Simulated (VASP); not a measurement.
## Cr: relaxation of cell and atoms with LDA

The system is Cr.

```
Cr
1.0
     2.56926    0.00000    0.00000
     0.00000    2.56926    0.00000
     0.00000    0.00000    3.63349
Cr
2
Direct
  0.00000 0.00000 0.00000
  0.50000 0.50000 0.50000
```

This isn't the form of Cr at room conditions, which is bcc.

```json
{
 "Program": "VASP 6.6.1",
 "Task": "relaxation of cell and atoms",
 "Functional": "LDA",
 "Potentials or basis": "VASP PAW LDA potentials, release 64 (Cr_pv)",
 "Cutoff": "600 eV",
 "k mesh": "12 × 12 × 9",
 "Occupations": "fermi-dirac, width 0.05 eV",
 "Spin": "collinear spin, antiferromagnetic start",
 "Starting moments": "[1.5, -1.5] μB",
 "Dipole correction": "no",
 "Further INCAR settings": "ALGO = Normal; EDIFF = 1e-07; IBRION = 2; EDIFFG = -0.01; NSW = 80; ISIF = 3"
}
```

| Item | Value |
| --- | --- |
| Relaxed volume | 11.07 Å³/atom |
| Relaxed cell | a = 2.310 Å, b = 2.310 Å, c = 4.151 Å, α = 90.00°, β = 90.00°, γ = 90.00° |
| Space group after relaxing (to 0.1 Å) | I4/mmm (No. 139) |
| Energy gained by relaxing | 179.3 meV/atom |
| Ionic steps | 22 |
| Pressure after relaxing | 0.1 GPa |
| Band gap on the k mesh | zero (filled and empty bands overlap) |
| Net moment | 0.00 μB per cell |
| Valence electrons inside the program's atomic spheres | Cr 11.19 |

Step by step:
```tsv
step	energy change (eV)	largest force (eV/Å)	pressure (GPa)	volume (Å³)
1	0.0000	0.0000	-17.75	23.99
2	0.2199	0.0000	44.33	19.66
3	-0.1023	0.0000	-0.87	22.31
4	-0.1025	0.0000	0.06	22.25
5	-0.1026	0.0000	0.00	22.25
6	-0.1032	0.0000	0.00	22.25
7	-0.1061	0.0000	0.00	22.25
8	-0.1170	0.0000	0.06	22.24
9	-0.1566	0.0000	0.38	22.20
10	-0.2638	0.0000	1.35	22.07
11	-0.3357	0.0000	7.45	21.63
12	-0.3469	0.0000	4.27	21.83
13	-0.3519	0.0000	5.38	21.75
14	-0.3513	0.0000	5.66	21.73
15	-0.3534	0.0000	4.77	21.80
16	-0.3576	0.0000	2.01	22.00
17	-0.3562	0.0000	-3.13	22.40
18	-0.3586	0.0000	-0.06	22.15
19	-0.3586	0.0000	0.12	22.15
20	-0.3586	0.0000	0.09	22.15
21	-0.3586	0.0000	0.09	22.15
22	-0.3586	0.0000	0.09	22.15
```

Final structure:
```
Cr
1.0
     2.30972    0.00000    0.00000
     0.00000    2.30972    0.00000
     0.00000    0.00000    4.15115
Cr
2
Direct
  0.00000 0.00000 0.00000
  0.50000 0.50000 0.50000
```

Levels at points of the mesh, in eV from the Fermi level:
Spin up:
```
           k point  band 10  band 11  band 12  band 13  band 14  band 15
(0.00, 0.00, 0.00)    -2.40    -0.81     0.15     0.15     0.39     2.20
(0.50, 0.00, 0.00)    -2.82    -1.80    -1.80     0.41     0.41     1.60
(0.50, 0.50, 0.00)    -3.82     1.44     1.44     1.91     1.91     3.84
```
Spin down:
| k point | band 8 | band 9 | band 10 | band 11 | band 12 | band 13 | band 14 | band 15 | band 16 |
| --- | --- | --- | --- | --- | --- | --- | --- | --- | --- |
| (0.00, 0.00, 0.00) | -4.79 | -3.83 | -2.40 | -0.81 | 0.15 | 0.15 | 0.39 | 2.20 | 2.51 |
| (0.50, 0.00, 0.00) | -3.03 | -2.82 | -2.82 | -1.80 | -1.80 | 0.41 | 0.41 | 1.60 | 1.60 |
| (0.50, 0.50, 0.00) | -5.04 | -3.82 | -3.82 | 1.44 | 1.44 | 1.91 | 1.91 | 3.84 | 3.84 |

It took 19 min on 1 × NVIDIA H100 80GB with 1 thread of AMD EPYC 7R13 Processor (Zen 3) (shared host), peak memory 1.3 GiB.

Caveat: the moments typed at the start vanished in this run.
